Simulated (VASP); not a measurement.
# Hf2Sb3Au (P-4m2) in VASP: a series of runs, part 2 of 2

VASP 6.6.1.

## (4) Relaxation of cell and atoms, PBE

This run uses another cell than the first one, of 24.65 Å³/atom.

Contents of INCAR:

```
SYSTEM = Hf2Sb3Au
ALGO = Normal ; EDIFF = 1E-6
EDIFFG = -0.01 ; ENCUT = 600
GGA = PE ; IBRION = 2
ISIF = 3 ; ISMEAR = -1
LASPH = .TRUE. ; LCHARG = .FALSE.
LREAL = .FALSE. ; LWAVE = .FALSE.
NELM = 100 ; NSW = 60
PREC = Accurate ; SIGMA = 0.1
```

Contents of KPOINTS:

```
k-points
0
G
  5 5 2
  0 0 0
```

Contents of POSCAR:

```
Hf2Sb3Au
1.0
    4.0614930000      0.0000000000      0.0000000000
    0.0000000000      4.0614930000      0.0000000000
    0.0000000000      0.0000000000      8.9643720000
Au Hf Sb
1 2 3
Direct
    0.0000000000      0.0000000000      0.0000000000
    0.0000000000      0.5000000000      0.7365000000
    0.5000000000      0.0000000000      0.2635000000
    0.5000000000      0.5000000000      0.0000000000
    0.0000000000      0.5000000000      0.3835000000
    0.5000000000      0.0000000000      0.6165000000
```

Potentials or basis: VASP PAW PBE potentials, release 64 (Au, Hf_pv, Sb).

Command:

```bash
$ cat potpaw_PBE.64/Au/POTCAR potpaw_PBE.64/Hf_pv/POTCAR potpaw_PBE.64/Sb/POTCAR > POTCAR
$ mpirun -np 1 vasp_std > vasp.out
```

OUTCAR:

```text
SYSTEM = Hf2Sb3Au
   EDIFF = 1E-6
   EDIFFG = -0.01
   ENCUT = 600
   GGA = PE
   IBRION = 2
   ISIF = 3
   ISMEAR = -1
   LASPH = .TRUE.
   LREAL = .FALSE.
   NELM = 100
   NSW = 60
   PREC = Accurate

 ion  position               nearest neighbor table
   1  0.000  0.000  0.000-   4 2.87   4 2.87   4 2.87   4 2.87   3 3.12   3 3.12   2 3.12   2 3.12

   2  0.000  0.500  0.736-   6 3.07   6 3.07   6 3.07   6 3.07   4 3.12   4 3.12   1 3.12   1 3.12
                             5 3.16
   3  0.500  0.000  0.264-   5 3.07   5 3.07   5 3.07   5 3.07   4 3.12   1 3.12   1 3.12   4 3.12
                             6 3.16
   4  0.500  0.500  0.000-   1 2.87   1 2.87   1 2.87   1 2.87   3 3.12   3 3.12   2 3.12   2 3.12

   5  0.000  0.500  0.383-   3 3.07   3 3.07   3 3.07   3 3.07   2 3.16   6 3.55   6 3.55   6 3.55
                             6 3.55
   6  0.500  0.000  0.617-   2 3.07   2 3.07   2 3.07   2 3.07   3 3.16   5 3.55   5 3.55   5 3.55
                             5 3.55

  LATTYP: Found a simple tetragonal cell.
 ALAT       =     4.0614930000
 C/A-ratio  =     2.2071617506

  Lattice vectors:

 A1 = (   4.0614930000,   0.0000000000,   0.0000000000)
 A2 = (   0.0000000000,   4.0614930000,   0.0000000000)
 A3 = (   0.0000000000,   0.0000000000,   8.9643720000)

Analysis of symmetry for initial positions (statically):
=====================================================================
 Subroutine PRICEL returns:
 Original cell was already a primitive cell.

 Routine SETGRP: Setting up the symmetry group for a
 simple tetragonal supercell.

 Subroutine GETGRP returns: Found  8 space group operations
 (whereof  8 operations were pure point group operations)
 out of a pool of 16 trial point group operations.

The static configuration has the point symmetry D_2d.

Analysis of symmetry for dynamics (positions and initial velocities):
=====================================================================
 Subroutine PRICEL returns:
 Original cell was already a primitive cell.

 Routine SETGRP: Setting up the symmetry group for a
 simple tetragonal supercell.

 Subroutine GETGRP returns: Found  8 space group operations
 (whereof  8 operations were pure point group operations)
 out of a pool of 16 trial point group operations.

The dynamic configuration has the point symmetry D_2d.

 Subroutine INISYM returns: Found  8 space group operations
 (whereof  8 operations are pure point group operations),
 and found     1 'primitive' translations

----------------------------------------------------------------------------------------

                                     Primitive cell

  volume of cell :     147.8738

  direct lattice vectors                    reciprocal lattice vectors
     4.061493000  0.000000000  0.000000000     0.246214877  0.000000000  0.000000000
     0.000000000  4.061493000  0.000000000     0.000000000  0.246214877  0.000000000
     0.000000000  0.000000000  8.964372000     0.000000000  0.000000000  0.111552711

  length of vectors
     4.061493000  4.061493000  8.964372000     0.246214877  0.246214877  0.111552711

  position of ions in fractional coordinates (direct lattice)
     0.000000000  0.000000000  0.000000000
     0.000000000  0.500000000  0.736500000
     0.500000000  0.000000000  0.263500000
     0.500000000  0.500000000  0.000000000
     0.000000000  0.500000000  0.383500000
     0.500000000  0.000000000  0.616500000

[... 44 lines left out ...]
  0.200000  0.000000  0.500000      4.000000
  0.400000  0.000000  0.500000      4.000000
  0.200000  0.200000  0.500000      4.000000
  0.400000  0.200000  0.500000      8.000000
  0.400000  0.400000  0.500000      4.000000
   k-points           NKPTS =     12   k-points in BZ     NKDIM =     12   number of bands    NBANDS=     27
   number of dos      NEDOS =    301   number of ions     NIONS =      6
   total plane-waves  NPLWV =  73728
   dimension x,y,z NGX =    32 NGY =   32 NGZ =   72
   dimension x,y,z NGXF=    64 NGYF=   64 NGZF=  144
   ions per type =               1   2   3
   NGX,Y,Z   is equivalent  to a cutoff of  13.10, 13.10, 13.35 a.u.
   NGXF,Y,Z  is equivalent  to a cutoff of  26.20, 26.20, 26.71 a.u.
 SYSTEM =  Hf2Sb3Au
   PREC   = accura    normal or accurate (medium, high low for compatibility)
   ISTART =      0    job   : 0-new  1-cont  2-samecut
   ICHARG =      2    charge: 1-file 2-atom 10-const
   ISPIN  =      1    spin polarized calculation?
   LNONCOLLINEAR =      F non collinear calculations
   LSORBIT =      F    spin-orbit coupling
   LASPH  =      T    aspherical Exc in radial PAW
   ENCUT  =  600.0 eV  44.10 Ry    6.64 a.u.   8.11  8.11 17.90*2*pi/ulx,y,z
   NELM   =    100;   NELMIN=  2; NELMDL= -5     # of ELM steps
   EDIFF  = 0.1E-05   stopping-criterion for ELM
   LREAL  =      F    real-space projection
   EDIFFG = -.1E-01   stopping-criterion for IOM
   NSW    =     60    number of steps for IOM
   IBRION =      2    ionic relax: 0-MD 1-quasi-New 2-CG
   NFREE  =      1    steps in history (QN), initial steepest desc. (CG)
   ISIF   =      3    stress and relaxation
   ISYM   =      2    0-nonsym 1-usesym 2-fastsym
   POTIM  = 0.5000    time-step for ionic-motion
   TEBEG  =    0.0;   TEEND  =   0.0 temperature during run
   PSTRESS=    0.0 pullay stress
   NELECT =      46.0000    total number of electrons
   NUPDOWN=      -1.0000    fix difference up-down
   EMIN   =  10.00;   EMAX   =-10.00  energy-range for DOS
   EFERMI =   0.00;   METHOD = LEGACY
   ISMEAR =    -1;   SIGMA  =   0.10  broadening in eV -4-tet -1-fermi 0-gaus
   EFERMI_NEDOS =   21; number of points for ismear=-14 and -15
   IALGO  =     38    algorithm
   IMIX   =      4    mixing-type and parameters
     AMIX     =   0.40;   BMIX     =  1.00
     AMIX_MAG =   1.60;   BMIX_MAG =  1.00
  volume/ion in A,a.u.               =      24.65       166.32
  Fermi-wavevector in a.u.,A,eV,Ry     =   1.109252  2.096183 16.741162  1.230441
  Thomas-Fermi vector in A             =   2.245790
   LORBIT       =      0    0 simple, 1 ext, 2 COOP (PROOUT), +10 PAW based schemes
   GGA     = PE    functional components
   LHFCALC =     F    Hartree Fock is set to
   AEXX    =    0.0000 exact exchange contribution
   IVDW    =     0    specifies the selected vdW correction
   LEPSILON=     F    determine dielectric tensor
   LRPA    =     F    only Hartree local field effects (RPA)
 conjugate gradient relaxation of ions
 non-spin polarized calculation
  energy-cutoff  :      600.00
  volume of cell :      147.87
 maximum number of plane-waves:      4964
   NGX = 17   NGY = 17   NGZ = 35

--------------------------------------- Ionic step        1  -------------------------------------------

 number of electron      46.0000004 magnetization

 Free energy of the ion-electron system (eV)
  ---------------------------------------------------
  ext. energy  EPLUGINS =         0.00000000
  ---------------------------------------------------
  free energy    TOTEN  =       -37.86525737 eV

  energy without entropy =      -37.74839804  energy(sigma->0) =      -37.80682771

------------------------ aborting loop because EDIFF is reached ----------------------------------------

  FORCE on cell =-STRESS in cart. coord.  units (eV):
  Direction    XX          YY          ZZ          XY          YZ          ZX
  --------------------------------------------------------------------------------------
  -------------------------------------------------------------------------------------
  Total       -4.9738829     -4.9738829     -6.7321942      0.0000000      0.0000000      0.0000000
  in kB      -53.8908277    -53.8908277    -72.9417084      0.0000000      0.0000000      0.0000000
  external PRESSURE =     -60.2411213 kB  Pullay stress =       0.0000000 kB
[... 101 lines left out ...]
  FREE ENERGIE OF THE ION-ELECTRON SYSTEM (eV)
  ---------------------------------------------------
  free  energy   TOTEN  =       -38.0795997294 eV

  energy  without entropy=      -37.9647047884  energy(sigma->0) =      -38.02215226

[... ionic steps 4 to 11 ...]

--------------------------------------- Ionic step       12  -------------------------------------------

 number of electron      46.0000002 magnetization

------------------------ aborting loop because EDIFF is reached ----------------------------------------
[... 75 lines left out ...]
--------------------------------------- Ionic step       14  -------------------------------------------

 number of electron      46.0000002 magnetization

 Free energy of the ion-electron system (eV)
  ---------------------------------------------------
  ext. energy  EPLUGINS =         0.00000000
  ---------------------------------------------------
  free energy    TOTEN  =       -38.09959472 eV

  energy without entropy =      -37.99537098  energy(sigma->0) =      -38.04748285

 E-fermi :   7.6364     XC(G=0): -10.9699

 val. band max:        7.5877995710   @ k =   0.2000   0.0000   0.0000
 cond. band min:       7.6531267513   @ k =   0.2000   0.2000   0.0000
 fundamental gap:      0.0653271803
 Fermi energy:         7.6363582015

 k-point     1 :       0.0000    0.0000    0.0000
  band No.  band energies     occupation
      1     -23.5498      2.00000
      2     -23.5387      2.00000
      3     -23.5027      2.00000
      4     -23.5027      2.00000
      5     -23.4705      2.00000
      6     -23.4705      2.00000
[... 382 lines left out ...]
  FREE ENERGIE OF THE ION-ELECTRON SYSTEM (eV)
  ---------------------------------------------------
  free  energy   TOTEN  =       -38.0995947168 eV

  energy  without entropy=      -37.9953709820  energy(sigma->0) =      -38.04748285

 reached required accuracy - stopping structural energy minimisation
```

It took 3.9 min on 1 thread of Intel Xeon 6975P-C (Granite Rapids), shared host; peak memory 0.31 GiB.

What came out:

```
Free energy                           : -38.0996 eV
Relaxed volume                        : 22.98 Å³/atom
Relaxed cell                          : a = 4.003 Å, b = 4.003 Å, c = 8.605 Å, α = 90.00°, β = 90.00°, γ = 90.00°
Space group after relaxing (to 0.1 Å) : P-4m2 (No. 115)
Energy gained by relaxing             : 39.1 meV/atom
Ionic steps                           : 14
Pressure after relaxing               : 0.0 GPa
Largest force after relaxing          : 0.009 eV/Å
Band gap on the k mesh                : zero (bands 23 and 24 overlap by 2.08 eV)
```

Forces on the atoms (eV/Å):
```
Au   0.000  0.000  0.000
Hf   0.000  0.000  0.005
Hf   0.000  0.000 -0.005
Sb   0.000  0.000  0.000
Sb   0.000  0.000 -0.009
Sb   0.000  0.000  0.009
```

The path:
```csv
step,energy change (eV),largest force (eV/Å),pressure (GPa),volume (Å³)
1,0.0000,0.2295,-6.02,147.87
2,-0.0192,0.1927,7.80,128.91
3,-0.2143,0.2070,0.10,137.66
4,-0.2143,0.2065,0.24,137.46
5,-0.2245,0.1546,0.16,137.55
6,-0.2267,0.1877,0.12,137.61
7,-0.2309,0.1322,-0.15,137.99
8,-0.2326,0.0540,-0.52,138.54
9,-0.2339,0.0479,0.09,137.70
10,-0.2340,0.0444,-0.05,137.89
11,-0.2342,0.0292,0.01,137.82
12,-0.2343,0.0157,0.08,137.71
13,-0.2343,0.0161,0.05,137.76
14,-0.2343,0.0085,-0.03,137.86
```

Final structure:
```yaml
crystal:
  lattice:
    - [4.00268, 0.00000, 0.00000]
    - [0.00000, 4.00268, 0.00000]
    - [0.00000, 0.00000, 8.60469]
  atoms:
    - { symbol: Au, position: [0.00000, 0.00000, 0.00000] }
    - { symbol: Hf, position: [0.00000, 0.50000, 0.73239] }
    - { symbol: Hf, position: [0.50000, 0.00000, 0.26761] }
    - { symbol: Sb, position: [0.50000, 0.50000, 0.00000] }
    - { symbol: Sb, position: [0.00000, 0.50000, 0.37785] }
    - { symbol: Sb, position: [0.50000, 0.00000, 0.62215] }
```

Caveat: spin-orbit coupling is left out, which moves the levels of the heavy elements.

## (5) Single point, PBE, collinear spin

Contents of INCAR:

```
ALGO = Normal
EDIFF = 1E-6
ENCUT = 520
GGA = PE
ISIF = 2
ISMEAR = -1
ISPIN = 2
LASPH = T
LCHARG = F
LMAXMIX = 4
LORBIT = 11
LREAL = F
LWAVE = F
MAGMOM = 0.2 0.2 0.2 0.2 0.2 0.2
NBANDS = 36
NELM = 150
PREC = Accurate
SIGMA = 0.1
```

Contents of KPOINTS:

```
k-points
0
Gamma
  5 5 2
```

Contents of POSCAR:

```
Hf2Sb3Au
1.0
    4.0058519427      0.0000000000      0.0000000000
    0.0000000000      4.0058519427      0.0000000000
    0.0000000000      0.0000000000      8.6153348449
Au Hf Sb
1 2 3
Direct
    0.0000000000      0.0000000000      0.0000000000
    0.0000000000      0.5000000000      0.7321467826
    0.5000000000      0.0000000000      0.2678532174
    0.5000000000      0.5000000000      0.0000000000
    0.0000000000      0.5000000000      0.3776414209
    0.5000000000      0.0000000000      0.6223585791
```

Command:

```bash
$ cat potpaw_PBE.64/Au/POTCAR potpaw_PBE.64/Hf_pv/POTCAR potpaw_PBE.64/Sb/POTCAR > POTCAR
$ mpirun -np 1 vasp_std > vasp.out
```

Wall time 53 s (1 thread of Intel Xeon 6975P-C (Granite Rapids), shared host); peak memory 0.32 GiB.

The run converged. Its results:

* Free energy: -38.0980 eV
* Pressure: -0.3 GPa
* Largest force: 0.021 eV/Å
* Band gap on the k mesh: zero (filled and empty bands overlap)
* Net moment: 0.00 μB per cell
* Valence electrons inside the program's atomic spheres: Au 9.76; Hf 8.13; Sb 2.46, 2.49 (each value once)

Forces in eV/Å, atoms in the order of the input:
```
Au   0.000  0.000  0.000
Hf   0.000  0.000  0.021
Hf   0.000  0.000 -0.021
Sb   0.000  0.000  0.000
Sb   0.000  0.000 -0.001
Sb   0.000  0.000  0.001
```

Levels at points of the mesh, in eV from the Fermi level:
Spin up:
| k point | band 19 | band 20 | band 21 | band 22 | band 23 | band 24 | band 25 | band 26 | band 27 | band 28 |
| --- | --- | --- | --- | --- | --- | --- | --- | --- | --- | --- |
| (0.00, 0.00, 0.00) | -1.49 | -1.30 | -1.30 | -0.94 | 0.85 | 0.85 | 1.05 | 1.49 | 1.77 | 1.77 |
| (0.00, 0.00, 0.50) | -1.42 | -1.42 | -1.42 | -0.63 | -0.49 | 0.94 | 0.94 | 1.69 | 1.85 | 1.86 |
Spin down:
| k point | band 21 | band 22 | band 23 | band 24 | band 25 | band 26 |
| --- | --- | --- | --- | --- | --- | --- |
| (0.00, 0.00, 0.00) | -1.30 | -0.94 | 0.85 | 0.85 | 1.05 | 1.49 |
| (0.00, 0.00, 0.50) | -1.42 | -0.63 | -0.49 | 0.94 | 0.94 | 1.69 |

Caveat: the k points lie up to 0.36 Å⁻¹ apart, too coarse for converged energies and pressures of a metal; spin-orbit coupling is left out, which moves the levels of the heavy elements.

## (6) The runs side by side

| task | spin | cell | cutoff (eV) | gap on the mesh (eV) | pressure (GPa) | largest force (eV/Å) |
| --- | --- | --- | --- | --- | --- | --- |
| single point | off | a = 4.006, b = 4.006, c = 8.615 Å, 6 atoms, atomic positions A | 520 | none | -0.3 | 0.02 |
| relaxation of cell and atoms | off | relaxed from a = 4.061, b = 4.061, c = 8.964 Å, 6 atoms, atomic positions B | 600 | none | 0.0 | 0.01 |
| single point | collinear | a = 4.006, b = 4.006, c = 8.615 Å, 6 atoms, atomic positions A | 520 | none | -0.3 | 0.02 |

Alike in all rows: level PBE; potentials or basis VASP PAW PBE potentials, release 64 (Au, Hf_pv, Sb); k mesh 5 × 5 × 2; smearing fermi-dirac 0.1 eV.

Caveats: some runs use coarse meshes; spin-orbit coupling is left out, which moves the levels of the heavy elements.

Total energies depend on the potentials used, so only differences within one code and one set of settings carry meaning.
